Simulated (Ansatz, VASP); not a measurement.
Two plane-wave programs on CuO

```xyz
4
Lattice="2.3366 -1.7385 0.0000 2.3366 1.7385 0.0000 -0.7622 0.0000 5.0619" Properties=species:S:1:pos:R:3 pbc="T T T"
Cu    1.1683    0.8692    0.0000
Cu    0.7872   -0.8692    2.5310
O     2.1461   -0.1679    1.2655
O     1.7650    0.1679    3.7965
```

Alike in both runs: task single point; functional r2SCAN; k mesh 7 × 7 × 4; occupations fermi-dirac, width 0.05 eV; collinear spin.

```csv
,VASP,Ansatz
version,VASP 6.6.1,Ansatz 0.2.0
potentials or method,"VASP PAW PBE potentials, release 64 (Cu, O), cutoff 520 eV","PAW, plane waves, scalar-relativistic"
valence electrons in the cell,34,50
```

|  | VASP | Ansatz | Ansatz less VASP |
| --- | --- | --- | --- |
| pressure (GPa) | 1.2 | 0.8 | -0.39 |
| traceless stress, the component that is largest in VASP (GPa) | 2.76 | 3.14 | +0.380 |
| rms of the force components (eV/Å) | 0.078 | 0.116 | +0.0381 |
| net moment per atom (μB) | 0.00 | 0.00 | 0.000 |
| size of the moment on the site where the two differ most (μB) | 0.00 | 0.54 | +0.543 |

VASP's potentials were made for PBE, not for r2SCAN. Site moments also hang on the region over which each program counts them. Atom by atom the forces differ by 0.038 eV/Å (rms over components). VASP's potentials hold 34 valence electrons a cell and Ansatz's 50, so a difference there can come from the potentials and not from the codes. Ansatz's warnings: stability check not made.
